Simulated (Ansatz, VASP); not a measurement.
## TaRu4 in VASP and in Ansatz

```xyz
10
Lattice="2.7649 0.0000 0.0000 -1.3824 2.3944 0.0000 0.0000 0.0000 22.2015" Properties=species:S:1:pos:R:3 pbc="T T T"
Ta    0.0000    1.5963    5.5504
Ta    1.3824    0.7981   16.6511
Ru    0.0000    1.5963   19.0229
Ru    0.0000    1.5963    1.0531
Ru    0.0000    1.5963   10.0476
Ru    0.0000    1.5963   14.2793
Ru    1.3824    0.7981   21.1484
Ru    1.3824    0.7981    3.1786
Ru    1.3824    0.7981    7.9222
Ru    1.3824    0.7981   12.1539
```

Alike in both runs: task single point; functional PBE; k mesh 6 × 6 × 1; occupations gaussian, width 0.1 eV; collinear spin.

|  | VASP | Ansatz |
| --- | --- | --- |
| version | VASP 6.6.1 | Ansatz 0.2.0 |
| potentials or method | VASP PAW PBE potentials, release 64 (Ta_pv, Ru_pv), cutoff 520 eV | scalar-relativistic, plane waves, PAW |
| valence electrons in the cell | 134 | 154 |

```csv
,VASP,Ansatz,Ansatz less VASP
gap on the k mesh at the Fermi level (eV),none,none,-
pressure (GPa),0.0,0.0,0.00
"traceless stress, the component that is largest in VASP (GPa)",-0.08,-0.09,-0.003
net moment per atom (μB),0.00,0.00,0.000
```

A gap of «none» marks a metal or a gap that the smearing closes. VASP's potentials hold 134 valence electrons a cell and Ansatz's 154, so a difference there can come from the potentials and not from the codes. Ansatz's warnings: seeded moment not kept.

The k mesh is coarse, so the values compare programs but aren't converged. Spin-orbit coupling is off throughout.
